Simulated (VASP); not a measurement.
# AlRu (P4/mmm) in VASP: further runs, part 2 of 3

VASP 6.6.1. The steps go on from the part before.

### Step 3. Single point, PBE (biaxial strain in the a-b plane: -3.0 %, then relaxed in part)

The input, INCAR:

```
PREC = Accurate
ENCUT = 520
EDIFF = 1E-6
ISMEAR = 0
SIGMA = 0.1
LREAL = F
LASPH = T
NELM = 80
ALGO = Fast
ISIF = 2
LWAVE = F
LCHARG = T
GGA = PE
LELF = T
LVHAR = T
NBANDS = 16
```

The input, KPOINTS:

```
regular mesh
0
Gamma
  18 18 18
```

The input, POSCAR:

```
AlRu
1.0
    2.9140515499      0.0000000000      0.0000000000
    0.0000000000      2.9140515499      0.0000000000
    0.0000000000      0.0000000000      3.0946381041
Al Ru
1 1
Direct
    0.0000000000      0.0000000000      0.0000000000
    0.5000000000      0.5000000000      0.5000000000
```

Potentials or basis: VASP PAW PBE potentials, release 64 (Al, Ru_pv).

On the command line:

```
$ cat potpaw_PBE.64/Al/POTCAR potpaw_PBE.64/Ru_pv/POTCAR > POTCAR
$ mpirun -np 1 vasp_std > vasp.out
```

Wall time 83 s (1 thread of Intel Xeon 6975P-C, shared host); peak memory 0.33 GiB.

Results (log left out):

| Item | Value |
| --- | --- |
| Free energy | -14.2117 eV |
| Pressure | 7.1 GPa |

Stress tensor (GPa, compression positive):
```
10.63  0.00  0.00
 0.00 10.63  0.00
 0.00  0.00 -0.10
```

Levels at points of the mesh, in eV from the Fermi level:
| k point | band 6 | band 7 | band 8 | band 9 | band 10 | band 11 | band 12 | band 13 |
| --- | --- | --- | --- | --- | --- | --- | --- | --- |
| (0.00, 0.00, 0.00) | -3.67 | 0.06 | 0.06 | 0.44 | 4.96 | 6.78 | 6.78 | 10.93 |
| (0.50, 0.00, 0.00) | -2.80 | -2.14 | -1.43 | 0.37 | 2.70 | 7.35 | 10.10 | 11.65 |
| (0.50, 0.50, 0.00) | -1.58 | -1.58 | -1.17 | -1.17 | 1.84 | 5.96 | 6.64 | 9.85 |
| (0.00, 0.00, 0.50) | -3.01 | -1.40 | -1.40 | 0.62 | 1.64 | 7.49 | 11.65 | 11.65 |
| (0.50, 0.00, 0.50) | -1.71 | -1.29 | -1.11 | -0.93 | 1.37 | 5.24 | 6.24 | 11.23 |
| (0.50, 0.50, 0.50) | -4.71 | 1.43 | 1.91 | 2.69 | 3.91 | 4.31 | 4.31 | 8.37 |

Caveat: the cell differs from its parent crystal (biaxial strain in the a-b plane: -3.0 %, then relaxed in part).

### Step 4. Single point, PBE (biaxial strain in the a-b plane: -1.5 %)

The input, INCAR:

```
PREC = Accurate ; ENCUT = 520
EDIFF = 1E-7 ; ISMEAR = 0
SIGMA = 0.1 ; LREAL = False
LASPH = True ; NELM = 100
ALGO = Fast ; ISIF = 2
LWAVE = False ; LCHARG = False
GGA = PE ; NBANDS = 16
```

The input, KPOINTS:

```
Automatic mesh
0
Gamma
  18 18 18
```

The input, POSCAR:

```
AlRu
1.0
    2.9591142027      0.0000000000      0.0000000000
    0.0000000000      2.9591142027      0.0000000000
    0.0000000000      0.0000000000      3.0312144472
Al Ru
1 1
Direct
    0.0000000000      0.0000000000      0.0000000000
    0.5000000000      0.5000000000      0.5000000000
```

Potentials or basis: VASP PAW PBE potentials, release 64 (Al, Ru_pv).

On the command line:

```
$ cat potpaw_PBE.64/Al/POTCAR potpaw_PBE.64/Ru_pv/POTCAR > POTCAR
$ mpirun -np 1 vasp_std > vasp.out
```

OUTCAR:

```text
PREC = Accurate
   ENCUT = 520
   EDIFF = 1E-7
   ISMEAR = 0
   LREAL = False
   LASPH = True
   NELM = 100
   ISIF = 2
   GGA = PE

 ion  position               nearest neighbor table
   1  0.000  0.000  0.000-   2 2.58   2 2.58   2 2.58   2 2.58   2 2.58   2 2.58   2 2.58   2 2.58

   2  0.500  0.500  0.500-   1 2.58   1 2.58   1 2.58   1 2.58   1 2.58   1 2.58   1 2.58   1 2.58

  LATTYP: Found a simple tetragonal cell.
 ALAT       =     2.9591142027
 C/A-ratio  =     1.0243654822

  Lattice vectors:

 A1 = (   2.9591142027,   0.0000000000,   0.0000000000)
 A2 = (   0.0000000000,   2.9591142027,   0.0000000000)
 A3 = (   0.0000000000,   0.0000000000,   3.0312144472)

Analysis of symmetry for initial positions (statically):
=====================================================================
 Subroutine PRICEL returns:
 Original cell was already a primitive cell.

 Routine SETGRP: Setting up the symmetry group for a
 simple tetragonal supercell.

 Subroutine GETGRP returns: Found 16 space group operations
 (whereof 16 operations were pure point group operations)
 out of a pool of 16 trial point group operations.
[... 164 lines left out ...]

 E-fermi :  10.8367     XC(G=0): -12.6109

 val. band max:       10.8340048266   @ k =   0.4444   0.2778   0.1667
 cond. band min:      10.8372119275   @ k =   0.1111   0.1111   0.4444
 fundamental gap:      0.0032071009
 Fermi energy:        10.8366797047

 k-point     1 :       0.0000    0.0000    0.0000
  band No.  band energies     occupation
      1     -30.9544      2.00000
      2     -30.9218      2.00000
      3     -30.9218      2.00000
      4       1.1137      2.00000
      5       7.2159      2.00000
      6       7.2321      2.00000
[... 433 lines left out ...]
      3     -30.9336      2.00000
      4       3.3214      2.00000
      5       7.0735      2.00000
      6       7.9379      2.00000
[... 8 lines left out ...]
     15      25.3519      0.00000
     16      25.5047      0.00000

 [... further k-points ...]

------------------------ aborting loop because EDIFF is reached ----------------------------------------

  FORCE on cell =-STRESS in cart. coord.  units (eV):
  Direction    XX          YY          ZZ          XY          YZ          ZX
  --------------------------------------------------------------------------------------
  -------------------------------------------------------------------------------------
  Total        0.9798409      0.9798409      0.2572967      0.0000000      0.0000000      0.0000000
  in kB       59.1460913     59.1460913     15.5311870      0.0000000      0.0000000      0.0000000
  external PRESSURE =      44.6077899 kB  Pullay stress =       0.0000000 kB

 VOLUME and BASIS-vectors are now :
 -----------------------------------------------------------------------------
  energy-cutoff  :      520.00
  volume of cell :       26.54
      direct lattice vectors                 reciprocal lattice vectors
     2.959114203  0.000000000  0.000000000     0.337938968  0.000000000  0.000000000
     0.000000000  2.959114203  0.000000000     0.000000000  0.337938968  0.000000000
     0.000000000  0.000000000  3.031214447     0.000000000  0.000000000  0.329900777

 POSITION                                       TOTAL-FORCE (eV/Angst)
 -----------------------------------------------------------------------------------
      0.00000      0.00000      0.00000         0.000000      0.000000      0.000000
      1.47956      1.47956      1.51561         0.000000      0.000000      0.000000
 -----------------------------------------------------------------------------------
    total drift:                                0.000000     -0.000000     -0.000000

  FREE ENERGIE OF THE ION-ELECTRON SYSTEM (eV)
  ---------------------------------------------------
  free  energy   TOTEN  =       -14.2510733343 eV

  energy  without entropy=      -14.2435713704  energy(sigma->0) =      -14.24732235
```

OSZICAR:

```text
N       E                     dE             d eps       ncg     rms          rms(c)
DAV:   1     0.117617505438E+03    0.11762E+03   -0.91557E+03 17952   0.989E+02
DAV:   2    -0.130173995107E+02   -0.13063E+03   -0.12445E+03 20648   0.295E+02
DAV:   3    -0.149132911061E+02   -0.18959E+01   -0.18901E+01 22688   0.371E+01
DAV:   4    -0.149270386121E+02   -0.13748E-01   -0.13729E-01 22024   0.332E+00
DAV:   5    -0.149272309986E+02   -0.19239E-03   -0.19211E-03 21456   0.377E-01    0.125E+01
RMM:   6    -0.143318749654E+02    0.59536E+00   -0.19873E+00 18050   0.110E+01    0.238E+00
RMM:   7    -0.142655753033E+02    0.66300E-01   -0.12145E-01 18448   0.283E+00    0.201E+00
RMM:   8    -0.142512718694E+02    0.14303E-01   -0.15080E-02 19475   0.928E-01    0.185E-01
RMM:   9    -0.142510753330E+02    0.19654E-03   -0.10919E-03 20092   0.278E-01    0.120E-01
RMM:  10    -0.142510737001E+02    0.16330E-05   -0.14189E-04 20928   0.112E-01    0.216E-02
RMM:  11    -0.142510742434E+02   -0.54334E-06   -0.35767E-05 20936   0.525E-02    0.189E-02
RMM:  12    -0.142510736805E+02    0.56290E-06   -0.86403E-06 21805   0.255E-02    0.134E-02
RMM:  13    -0.142510739398E+02   -0.25928E-06   -0.20458E-06 20849   0.134E-02    0.177E-02
RMM:  14    -0.142510733420E+02    0.59778E-06   -0.17066E-06 20269   0.115E-02    0.570E-03
RMM:  15    -0.142510733343E+02    0.77487E-08   -0.27420E-07 16079   0.447E-03
   1 F= -.14251073E+02 E0= -.14247322E+02  d E =-.750196E-02
```

stdout:

```text
POSCAR found type information on POSCAR AlRu
 POSCAR found :  2 types and       2 ions
 scaLAPACK will be used
 LDA part: xc-table for (Slater+PW92), standard interpolation
 POSCAR, INCAR and KPOINTS ok, starting setup
 FFT: planning ... GRIDC
 FFT: planning ... GRID_SOFT
 FFT: planning ... GRID
 WAVECAR not read
 entering main loop
```

It took 1.8 min on 1 thread of Intel Xeon 6975P-C, shared host; peak memory 0.33 GiB.

Results:

| Item | Value |
| --- | --- |
| Free energy | -14.2511 eV |
| Pressure | 4.5 GPa |

Stress tensor (GPa, compression positive):
```
5.91 0.00 0.00
0.00 5.91 0.00
0.00 0.00 1.55
```

Levels at points of the mesh, in eV from the Fermi level:
```csv
k point,band 5,band 6,band 7,band 8,band 9,band 10,band 11,band 12,band 13,band 14
"(0.00, 0.00, 0.00)",-3.62,-3.60,0.13,0.13,0.29,5.64,6.37,6.37,10.98,11.06
"(0.50, 0.00, 0.00)",-5.41,-2.77,-1.81,-1.53,0.41,2.47,7.43,10.67,11.29,12.62
"(0.50, 0.50, 0.00)",-3.03,-1.33,-1.33,-1.28,-1.28,1.67,5.59,6.42,10.30,12.12
"(0.00, 0.00, 0.50)",-5.68,-2.86,-1.52,-1.52,0.51,2.05,7.47,11.29,11.29,12.89
"(0.50, 0.00, 0.50)",-3.12,-1.50,-1.33,-1.14,-1.07,1.49,5.28,6.27,10.86,12.12
"(0.50, 0.50, 0.50)",-4.67,-4.67,1.56,1.74,2.63,4.06,4.22,4.22,8.50,8.50
```

Caveat: the cell differs from its parent crystal (biaxial strain in the a-b plane: -1.5 %).

[end of part 2 of 3]
